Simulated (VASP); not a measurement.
# Al2InAs3 (P3m1) in VASP: notebook, part 2 of 2

VASP 6.6.1. The steps go on from the part before.

## Step 5: Relaxation of cell and atoms, PBE

INCAR

```
ALGO = Normal
EDIFF = 1E-6
EDIFFG = -0.04
ENCUT = 600
GGA = PE
IBRION = 2
ISIF = 3
ISMEAR = 0
LASPH = T
LCHARG = F
LREAL = F
LWAVE = F
NELM = 60
NSW = 90
PREC = Accurate
SIGMA = 0.1
```

KPOINTS

```
k-points
0
Gamma
  6 6 2
```

POSCAR

```
Al2InAs3
1.0
    3.9258917900      0.0000000000      0.0000000000
   -1.9629459000      3.3999220300      0.0000000000
    0.0000000000      0.0000000000      9.6164316800
Al In As
2 1 3
Direct
    0.3333333300      0.6666666700      0.6666666700
    0.6666666700      0.3333333300      0.3333333300
    0.0000000000      0.0000000000      0.0000000000
    0.0000000000      0.0000000000      0.7500000000
    0.3333333300      0.6666666700      0.4166666700
    0.6666666700      0.3333333300      0.0833333300
```

Run with:

```sh
> cat potpaw_PBE.64/Al/POTCAR potpaw_PBE.64/In_d/POTCAR potpaw_PBE.64/As/POTCAR > POTCAR
> mpirun -np 1 vasp_std > vasp.out
```

Wall time 2.4 min (1 thread of Intel Xeon 6975P-C (Granite Rapids), shared host); peak memory 0.31 GiB.

The run converged. Its results:

```
Free energy                           : -26.3198 eV
Relaxed volume                        : 25.42 Å³/atom
Relaxed cell                          : a = 4.158 Å, b = 4.158 Å, c = 10.188 Å, α = 90.00°, β = 90.00°, γ = 120.00°
Space group after relaxing (to 0.1 Å) : P3m1 (No. 156)
Energy gained by relaxing             : 217.5 meV/atom
Ionic steps                           : 9
Pressure after relaxing               : 0.0 GPa
Largest force after relaxing          : 0.014 eV/Å
Band gap on the k mesh                : 0.65 eV
```

Forces on the atoms (eV/Å):
```
Al   0.000  0.000  0.014
Al   0.000  0.000 -0.003
In   0.000  0.000 -0.001
As   0.000  0.000  0.004
As   0.000  0.000 -0.005
As   0.000  0.000 -0.010
```

The path:
| step | energy change (eV) | largest force (eV/Å) | pressure (GPa) | volume (Å³) |
| --- | --- | --- | --- | --- |
| 1 | 0.0000 | 2.0371 | 16.50 | 128.36 |
| 2 | -0.8447 | 0.3984 | -5.67 | 173.80 |
| 3 | -1.2382 | 0.6008 | -0.42 | 154.32 |
| 4 | -1.2380 | 0.6203 | -0.21 | 153.77 |
| 5 | -1.2695 | 0.3727 | -0.02 | 153.06 |
| 6 | -1.2964 | 0.3547 | 0.47 | 151.50 |
| 7 | -1.3033 | 0.1130 | -0.23 | 153.14 |
| 8 | -1.3045 | 0.0890 | -0.04 | 152.68 |
| 9 | -1.3052 | 0.0143 | 0.02 | 152.55 |

Final structure:
```
Al In As
1.0
     4.15813    0.00000    0.00000
    -2.07906    3.60105    0.00000
     0.00000    0.00000   10.18762
Al In As
2 1 3
Direct
  0.33333 0.66667 0.66039
  0.66667 0.33333 0.34019
  0.00000 0.00000 0.99836
  0.00000 0.00000 0.73626
  0.33333 0.66667 0.41651
  0.66667 0.33333 0.09828
```

Levels at points of the mesh, in eV from the valence-band top:
| k point | band 14 | band 15 | band 16 | band 17 | band 18 | band 19 | band 20 | band 21 |
| --- | --- | --- | --- | --- | --- | --- | --- | --- |
| (0.00, 0.00, 0.00) | -0.89 | -0.32 | 0.00 | 0.00 | 0.65 | 1.34 | 1.75 | 3.75 |
| (0.50, 0.00, 0.00) | -2.37 | -2.23 | -1.65 | -1.23 | 1.23 | 1.88 | 2.29 | 2.56 |
| (0.00, 0.00, 0.50) | -0.79 | -0.79 | -0.09 | -0.09 | 1.27 | 1.66 | 1.98 | 4.02 |
| (0.50, 0.00, 0.50) | -2.33 | -1.97 | -1.10 | -0.98 | 1.27 | 1.55 | 2.15 | 3.19 |

Caveat: the volume moved by over 15 % at a fixed basis, so the end points are rough; semilocal functionals underestimate gaps, and a narrow one can read as zero; spin-orbit coupling is left out, which moves the levels of the heavy elements.

## Step 6: Relaxation of cell and atoms, PBE

This run uses another cell than the first one, of 25.34 Å³/atom.

INCAR

```
PREC = Accurate
ENCUT = 600
EDIFF = 1E-6
ISMEAR = 0
SIGMA = 0.02
LREAL = False
LASPH = True
NELM = 100
ALGO = Normal
ISIF = 3
LWAVE = False
LCHARG = False
GGA = PE
IBRION = 2
NSW = 100
EDIFFG = -0.01
```

KPOINTS

```
Automatic mesh
0
Gamma
  6 6 4
```

POSCAR

```
Al2InAs3
1.0
    4.1525237506      0.0000000000      0.0000000000
   -2.0762618753      3.5961910578      0.0000000000
    0.0000000000      0.0000000000     10.1814466042
Al In As
2 1 3
Direct
    0.3333333333      0.6666666667      0.6605927647
    0.6666666667      0.3333333333      0.3399834077
    0.0000000000      0.0000000000      0.9982323143
    0.0000000000      0.0000000000      0.7364786475
    0.3333333333      0.6666666667      0.4165338634
    0.6666666667      0.3333333333      0.0981790023
```

Potentials or basis: VASP PAW PBE potentials, release 64 (Al, In_d, As).

Run with:

```sh
> cat potpaw_PBE.64/Al/POTCAR potpaw_PBE.64/In_d/POTCAR potpaw_PBE.64/As/POTCAR > POTCAR
> mpirun -np 1 vasp_std > vasp.out
```

OUTCAR:

```text
PREC = Accurate
   ENCUT = 600
   EDIFF = 1E-6
   ISMEAR = 0
   LREAL = False
   LASPH = True
   NELM = 100
   ISIF = 3
   GGA = PE
   IBRION = 2
   NSW = 100
   EDIFFG = -0.01

 ion  position               nearest neighbor table
   1  0.333  0.667  0.661-   5 2.48   4 2.52   4 2.52   4 2.52
   2  0.667  0.333  0.340-   6 2.46   5 2.52   5 2.52   5 2.52
   3  0.000  0.000  0.998-   6 2.60   6 2.60   6 2.60   4 2.67
   4  0.000  0.000  0.736-   1 2.52   1 2.52   1 2.52   3 2.67
   5  0.333  0.667  0.417-   1 2.48   2 2.52   2 2.52   2 2.52
   6  0.667  0.333  0.098-   2 2.46   3 2.60   3 2.60   3 2.60

  LATTYP: Found a hexagonal cell.
 ALAT       =     4.1525237506
 C/A-ratio  =     2.4518695655

  Lattice vectors:

 A1 = (   4.1525237506,   0.0000000000,   0.0000000000)
 A2 = (  -2.0762618753,   3.5961910578,   0.0000000000)
 A3 = (   0.0000000000,   0.0000000000,  10.1814466042)

Analysis of symmetry for initial positions (statically):
=====================================================================
 Subroutine PRICEL returns:
 Original cell was already a primitive cell.

[... 164 lines left out ...]
 maximum number of plane-waves:      5116
 NGX is ok and might be reduce to    36
   NGX = 17   NGY = 17   NGZ = 41

--------------------------------------- Ionic step        1  -------------------------------------------

 number of electron      33.9999999 magnetization

 Free energy of the ion-electron system (eV)
  ---------------------------------------------------
  ext. energy  EPLUGINS =         0.00000000
  ---------------------------------------------------
  free energy    TOTEN  =       -26.32361986 eV

  energy without entropy =      -26.32361986  energy(sigma->0) =      -26.32361986

------------------------ aborting loop because EDIFF is reached ----------------------------------------

  FORCE on cell =-STRESS in cart. coord.  units (eV):
  Direction    XX          YY          ZZ          XY          YZ          ZX
  --------------------------------------------------------------------------------------
  -------------------------------------------------------------------------------------
  Total        0.2173849      0.2173849      0.2677512      0.0000000      0.0000000      0.0000000
  in kB        2.2907389      2.2907389      2.8214844      0.0000000      0.0000000      0.0000000
  external PRESSURE =       2.4676541 kB  Pullay stress =       0.0000000 kB
[... 67 lines left out ...]
--------------------------------------- Ionic step        3  -------------------------------------------

 number of electron      33.9999999 magnetization

 Free energy of the ion-electron system (eV)
  ---------------------------------------------------
  ext. energy  EPLUGINS =         0.00000000
  ---------------------------------------------------
  free energy    TOTEN  =       -26.32408870 eV

  energy without entropy =      -26.32408870  energy(sigma->0) =      -26.32408870

 E-fermi :   4.1182     XC(G=0):  -8.8890

 val. band max:        3.9794033327   @ k =   0.0000   0.0000   0.0000
 cond. band min:       4.6189544067   @ k =   0.0000   0.0000   0.0000
 fundamental gap:      0.6395510740
 Fermi energy:         4.1182368769

 k-point     1 :       0.0000    0.0000    0.0000
  band No.  band energies     occupation
      1     -10.3138      2.00000
      2     -10.2611      2.00000
      3     -10.2611      2.00000
      4     -10.1490      2.00000
      5     -10.1490      2.00000
      6      -7.8751      2.00000
[... 598 lines left out ...]
  FREE ENERGIE OF THE ION-ELECTRON SYSTEM (eV)
  ---------------------------------------------------
  free  energy   TOTEN  =       -26.3240887017 eV

  energy  without entropy=      -26.3240887017  energy(sigma->0) =      -26.32408870

 reached required accuracy - stopping structural energy minimisation
```

Wall time 93 s (1 thread of Intel Xeon 6975P-C (Granite Rapids), shared host); peak memory 0.38 GiB.

Results:

* Free energy: -26.3241 eV
* Relaxed volume: 25.44 Å³/atom
* Relaxed cell: a = 4.158 Å, b = 4.158 Å, c = 10.197 Å, α = 90.00°, β = 90.00°, γ = 120.00°
* Space group after relaxing (to 0.1 Å): P3m1 (No. 156)
* Energy gained by relaxing: 0.1 meV/atom
* Ionic steps: 3
* Pressure after relaxing: 0.0 GPa
* Largest force after relaxing: 0.009 eV/Å
* Band gap on the k mesh: 0.64 eV

Forces on the atoms (eV/Å):
```
Al   0.000  0.000 -0.007
Al   0.000  0.000  0.003
In   0.000  0.000  0.009
As   0.000  0.000 -0.004
As   0.000  0.000  0.004
As   0.000  0.000 -0.005
```

The path:
| step | energy change (eV) | largest force (eV/Å) | pressure (GPa) | volume (Å³) |
| --- | --- | --- | --- | --- |
| 1 | 0.0000 | 0.0165 | 0.25 | 152.04 |
| 2 | -0.0004 | 0.0095 | -0.10 | 152.90 |
| 3 | -0.0005 | 0.0086 | 0.01 | 152.64 |

Final structure:
```yaml
crystal:
  lattice:
    - [4.15761, 0.00000, 0.00000]
    - [-2.07880, 3.60059, 0.00000]
    - [0.00000, 0.00000, 10.19680]
  atoms:
    - { symbol: Al, position: [0.33333, 0.66667, 0.66060] }
    - { symbol: Al, position: [0.66667, 0.33333, 0.34004] }
    - { symbol: In, position: [0.00000, 0.00000, 0.99826] }
    - { symbol: As, position: [0.00000, 0.00000, 0.73644] }
    - { symbol: As, position: [0.33333, 0.66667, 0.41652] }
    - { symbol: As, position: [0.66667, 0.33333, 0.09815] }
```

Levels at points of the mesh, in eV from the valence-band top:
```csv
k point,band 14,band 15,band 16,band 17,band 18,band 19,band 20,band 21
"(0.00, 0.00, 0.00)",-0.89,-0.32,0.00,0.00,0.64,1.34,1.75,3.75
"(0.50, 0.00, 0.00)",-2.37,-2.23,-1.65,-1.23,1.23,1.88,2.28,2.55
"(0.00, 0.00, 0.50)",-0.79,-0.79,-0.09,-0.09,1.27,1.66,1.97,3.96
"(0.50, 0.00, 0.50)",-2.32,-1.98,-1.11,-0.98,1.26,1.55,2.15,3.18
```

Caveat: semilocal functionals underestimate gaps, and a narrow one can read as zero; spin-orbit coupling is left out, which moves the levels of the heavy elements.

## Step 7: Overview

| task | cell | k mesh | cutoff (eV) | smearing | gap on the mesh (eV) | pressure (GPa) | relaxed volume (Å³/atom) | largest force (eV/Å) |
| --- | --- | --- | --- | --- | --- | --- | --- | --- |
| single point | a = 3.926, b = 3.926, c = 9.616 Å, angles 90.0, 90.0, 120.0°, 6 atoms, atomic positions A | 6 × 6 × 2 | 520 | gaussian 0.1 eV | 1.08 | 16.5 | - | 2.04 |
| single point | a = 4.153, b = 4.153, c = 10.181 Å, angles 90.0, 90.0, 120.0°, 6 atoms, atomic positions B | 6 × 6 × 2 | 520 | gaussian 0.1 eV | 0.67 | 0.2 | - | 0.01 |
| single point | a = 4.155, b = 4.155, c = 10.190 Å, angles 90.0, 90.0, 120.0°, 6 atoms, atomic positions C | 6 × 6 × 4 | 520 | gaussian 0.02 eV | 0.65 | 0.1 | - | - |
| relaxation of cell and atoms | relaxed from a = 3.926, b = 3.926, c = 9.616 Å, angles 90.0, 90.0, 120.0°, 6 atoms, atomic positions A | 6 × 6 × 2 | 600 | gaussian 0.1 eV | 0.65 | 0.0 | 25.42 | 0.01 |
| relaxation of cell and atoms | relaxed from a = 4.153, b = 4.153, c = 10.181 Å, angles 90.0, 90.0, 120.0°, 6 atoms, atomic positions B | 6 × 6 × 4 | 600 | gaussian 0.02 eV | 0.64 | 0.0 | 25.44 | 0.01 |

Alike in all rows: level PBE; potentials or basis VASP PAW PBE potentials, release 64 (Al, In_d, As); no spin polarisation.

Caveats: spin-orbit coupling is left out, which moves the levels of the heavy elements; semilocal functionals underestimate gaps, and a narrow one can read as zero (at least some runs); the cell stands under pressure (at least some runs); forces of over 1 eV/Å act on the atoms, so gaps and moduli don't describe the material at rest (at least some runs); the volume moved by over 15 % at a fixed basis, so the end points are rough (at least some runs).

Total energies depend on the potentials used, so only differences within one code and one set of settings carry meaning.
